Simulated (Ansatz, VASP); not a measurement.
## One calculation of Br, two programs

```
Br
1.0
     6.39313    0.00000    0.00000
     0.00000    5.20857    0.00000
     0.00000    0.00000   26.84338
Br
2
Direct
  0.24883 0.91759 0.59638
  0.23793 0.45953 0.64401
```

Alike in both runs: task single point; functional PBE; dispersion D3(BJ); k mesh 3 × 3 × 1; occupations gaussian, width 0.05 eV; no spin polarisation.

|  | VASP | Ansatz |
| --- | --- | --- |
| version | VASP 6.6.1 | Ansatz 0.2.0 |
| potentials or method | VASP PAW PBE potentials, release 64 (Br), cutoff 400 eV | scalar-relativistic, plane waves, PAW |
| valence electrons in the cell | 14 | 14 |

```tsv
	VASP	Ansatz	Ansatz less VASP
gap on the k mesh at the Fermi level (eV)	1.04	1.04	-0.001
rms of the force components (eV/Å)	1.003	1.003	+0.0001
```

Atom by atom the forces differ by 0.001 eV/Å (rms over components).
